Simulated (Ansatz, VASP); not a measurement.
# TaN: VASP beside Ansatz

```
Ta N
1.0
     2.93800    0.00000    0.00000
    -1.46900    2.54438    0.00000
     0.00000    0.00000    2.88300
Ta N
1 1
Direct
  0.00000 0.00000 0.50000
  0.66667 0.33333 0.00000
```

Alike in both runs: task single point; functional PBEsol; k mesh 6 × 6 × 5; occupations fermi-dirac, width 0.03 eV; no spin polarisation.

|  | VASP | Ansatz |
| --- | --- | --- |
| version | VASP 6.6.1 | Ansatz 0.2.0 |
| potentials or method | VASP PAW PBE potentials, release 64 (Ta_pv, N), cutoff 600 eV | all-electron LAPW, scalar-relativistic |

VASP gave:

- gap on the k mesh at the Fermi level (eV): none
- pressure (GPa): -4.3
- traceless stress, the component that is largest in VASP (GPa): 0.27

Task: Which values does Ansatz return?

Result: gap on the k mesh at the Fermi level (eV): none; pressure (GPa): -4.9; traceless stress, the component that is largest in VASP (GPa): 0.14.

VASP's potentials were made for PBE, not for PBEsol. A gap of «none» marks a metal or a gap that the smearing closes. Ansatz ran all-electron here, and VASP with PAW potentials.

The k mesh is coarse, so the values compare programs but aren't converged. Spin-orbit coupling is off throughout. Noted on Ansatz's run: the k mesh is thin for a metal, which can move the energy by tens of meV per atom.
